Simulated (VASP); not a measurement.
Runs of VASP 6.6.1 on ZrS. The structure is that of space group I4/mmm (No. 139), or close to it. The cells are those of the table. 

```tsv
cell	gap on the mesh (eV)	pressure (GPa)
a = 4.050, b = 4.050, c = 3.307 Å, angles 65.9, 65.9, 48.2°, 2 atoms	none	26.7
a = 3.859, b = 3.859, c = 3.493 Å, angles 63.1, 63.1, 53.8°, 2 atoms	none	4.0
a = 3.667, b = 3.667, c = 3.817 Å, angles 58.6, 58.6, 62.7°, 2 atoms	none	(a)
a = 3.609, b = 3.609, c = 4.167 Å, angles 54.7, 54.7, 70.5°, 2 atoms	none	45.6
a = 3.637, b = 3.637, c = 3.919 Å, angles 57.4, 57.4, 65.2°, 2 atoms	none	(b)
```

Alike in all rows: task single point; level PBEsol; potentials or basis VASP PAW PBE potentials, release 64 (Zr_sv, S); no spin polarisation; k mesh 18 × 18 × 18; cutoff (eV) 520; smearing gaussian 0.15 eV.

Estimate the missing entries.

(a) -3.6; (b) 4.3.

Caveats: the PAW data sets were made with another functional, which shifts forces and pressure a little; the cell stands under pressure (at least some runs); the cell stands under tension (at least some runs).

A k mesh can miss the band edges, and the runs leave out spin-orbit coupling on Zr.

A gap of «none» marks levels without a gap at the run's occupations.
